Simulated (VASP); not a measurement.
GaAs:

```xyz
2
Lattice="0.0000 2.8331 2.8331 2.7798 0.0000 2.8331 2.7798 2.8331 0.0000" Properties=species:S:1:pos:R:3 pbc="T T T"
Ga    0.0000    0.0000    0.0000
As    1.3899    1.4165    1.4165
```

This cell differs from its parent crystal: uniaxial x strain -1.9%.

Base run:

```yaml
Program: VASP 6.6.1
Functional: PBE
Potentials_or_basis: VASP PAW PBE potentials, release 64 (Ga_d, As)
Cutoff: 520 eV
k_mesh: 8 × 8 × 8
Occupations: fermi-dirac, width 0.02 eV
Spin: no spin polarisation
```

Its results: band gap on the k mesh 0.54 eV; pressure 4.4 GPa.

Q: The run is repeated on the same cell with these changes: functional from PBE to r2SCAN; occupations from fermi-dirac, width 0.02 eV to gaussian, width 0.01 eV. What comes out?

A: Band gap on the k mesh 1.02 eV; pressure 1.6 GPa.

Caveats: the cell stands under pressure (at least some runs); the PAW data sets were made with another functional, which shifts forces and pressure a little (at least some runs).

A k mesh can miss the band edges.
